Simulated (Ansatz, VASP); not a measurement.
**Two plane-wave programs on NbRu3**

```
CELL_PARAMETERS angstrom
3.88000 0.03880 0.03880
0.03880 3.88000 0.03880
0.03880 0.03880 3.88000
ATOMIC_POSITIONS crystal
Nb 0.00000 0.00000 0.00000
Ru 0.00000 0.50000 0.50000
Ru 0.50000 0.00000 0.50000
Ru 0.50000 0.50000 0.00000
```

Change from the starting cell: equal xy, yz and zx shear strains of +2 %, PAW files.

Alike in both runs: task electric field gradients; functional LDA; k mesh 9 × 9 × 9; occupations fermi-dirac, width 0.05 eV; no spin polarisation.

```csv
,VASP,Ansatz
version,VASP 6.6.1,Ansatz 0.2.0
potentials or method,"VASP PAW LDA potentials, release 64 (Nb_sv, Ru_pv)","PAW with Ansatz's default frozen-core files, scalar-relativistic"
plane-wave cutoff (eV),520,420
valence electrons in the cell,55,61
```

Ansatz gave:

- pressure (GPa): -11.2
- traceless stress, the component that is largest in VASP (GPa): -3.23
- size of Vzz on the site where it differs most (V/Å²): 15.2

**Question.** Estimate VASP's values.

**Answer.** Pressure (GPa): -10.6; traceless stress, the component that is largest in VASP (GPa): -3.24; size of Vzz on the site where it differs most (V/Å²): 19.3.

LDA's correlation is that of Perdew and Zunger in VASP and of Perdew and Wang (1992) in Ansatz. VASP's potentials hold 55 valence electrons a cell and Ansatz's 61, so a difference there can come from the potentials and not from the codes.
